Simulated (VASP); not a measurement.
Input of a VASP 6.6.1 run:

INCAR

```
SYSTEM = PbS
PREC = Accurate
ENCUT = 520
EDIFF = 1E-7
ISMEAR = -1
SIGMA = 0.05
LREAL = .FALSE.
LASPH = .TRUE.
NELM = 80
ALGO = Normal
ISIF = 2
LWAVE = .FALSE.
LCHARG = .FALSE.
GGA = PS
IVDW = 12
NBANDS = 17
```

KPOINTS

```
regular mesh
0
G
  8 8 7
  0 0 0
```

POSCAR

```
PbS
1.0
    3.9075214591      0.0000000000      0.0000000000
   -1.9537607295      3.3840128494      0.0000000000
    0.0000000000      0.0000000000      3.7366466179
Pb S
1 1
Direct
    0.0000000000      0.0000000000      0.0000000000
    0.6666666667      0.3333333333      0.5000000000
```

Potentials or basis: VASP PAW PBE potentials, release 64 (Pb_d, S).

The run is started by

```sh
$ cat potpaw_PBE.64/Pb_d/POTCAR potpaw_PBE.64/S/POTCAR > POTCAR
$ mpirun -np 1 vasp_std > vasp.out
```

Task: Predict the pressure.

Result: -0.1 GPa.

Task: What does it give for the band gap on the k mesh?

Result: Zero (bands 10 and 11 overlap by 0.38 eV).

Task: Predict the dispersion energy per atom.

Result: -0.348 eV.

Caveat: semilocal functionals underestimate gaps, so a narrow gap can read as zero; the PAW data sets were made with another functional, which shifts forces and pressure a little; spin-orbit coupling is left out, which moves the levels of the heavy elements.
